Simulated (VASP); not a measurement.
Pt: relaxation of cell and atoms with LDA

Crystal: Pt.

```xyz
1
Lattice="0.0000 1.9467 1.9467 1.9467 0.0000 1.9467 1.9467 1.9467 0.0000" Properties=species:S:1:pos:R:3 pbc="T T T"
Pt    0.0000    0.0000    0.0000
```

```json
{"Program": "VASP 6.6.1", "Task": "relaxation of cell and atoms", "Functional": "LDA", "Potentials or basis": "VASP PAW LDA potentials, release 64 (Pt)", "Cutoff": "600 eV", "k mesh": "16 × 16 × 16", "Occupations": "fermi-dirac, width 0.15 eV", "Spin": "no spin polarisation", "Dipole correction": "no", "Further INCAR settings": "ALGO = Normal; EDIFF = 1e-07; IBRION = 2; EDIFFG = -0.001; NSW = 80; ISIF = 3"}
```

| Quantity | Value |
| --- | --- |
| Relaxed volume | 14.84 Å³/atom |
| Relaxed cell | a = 2.758 Å, b = 2.758 Å, c = 2.758 Å, α = 60.00°, β = 60.00°, γ = 60.00° |
| Space group after relaxing (to 0.05 Å) | Fm-3m (No. 225) |
| Energy gained by relaxing | 0.4 meV/atom |
| Ionic steps | 17 |
| Pressure after relaxing | 0.0 GPa |
| Band gap on the k mesh | zero (band 5 reaches 11.97 eV, above the bottom of band 6 at 9.68 eV) |

Step by step:
```csv
step,energy change (eV),largest force (eV/Å),pressure (GPa),volume (Å³)
1,0.0000,0.0000,1.69,14.76
2,0.0035,0.0000,-4.92,15.09
3,-0.0004,0.0000,-0.01,14.84
4,-0.0004,0.0000,0.02,14.84
5,-0.0004,0.0000,0.02,14.84
6,-0.0004,0.0000,0.02,14.84
7,-0.0004,0.0000,0.02,14.84
8,-0.0004,0.0000,0.02,14.84
9,-0.0004,0.0000,0.02,14.84
10,-0.0004,0.0000,0.02,14.84
11,-0.0004,0.0000,0.02,14.84
12,-0.0004,0.0000,0.02,14.84
13,-0.0004,0.0000,0.01,14.84
14,-0.0004,0.0000,0.01,14.84
15,-0.0004,0.0000,-0.01,14.84
16,-0.0004,0.0000,-0.02,14.84
17,-0.0004,0.0000,-0.01,14.84
```

Final structure:
```yaml
crystal:
  lattice:
    - [0.00000, 1.95031, 1.95031]
    - [1.95031, 0.00000, 1.95031]
    - [1.95031, 1.95031, 0.00000]
  atoms:
    - { symbol: Pt, position: [0.00000, 0.00000, 0.00000] }
```

Levels at points of the mesh, in eV from the Fermi level:
```tsv
k point	band 1	band 2	band 3	band 4	band 5	band 6	band 7	band 8	band 9
(0.00, 0.00, 0.00)	-10.45	-3.94	-3.94	-3.94	-1.69	-1.69	14.56	19.57	19.57
(0.50, 0.00, 0.00)	-7.55	-3.99	-3.99	-0.56	0.03	0.03	5.94	14.13	18.99
(0.50, 0.50, 0.00)	-7.30	-6.84	0.01	0.49	0.49	1.72	9.03	11.37	11.37
```

It took 56 s on 1 thread of AMD EPYC 9R45 96-Core Processor (Zen 5), with other jobs on the host, peak memory 0.12 GiB.

Caveat: spin-orbit coupling is left out, which moves the levels of the heavy elements.
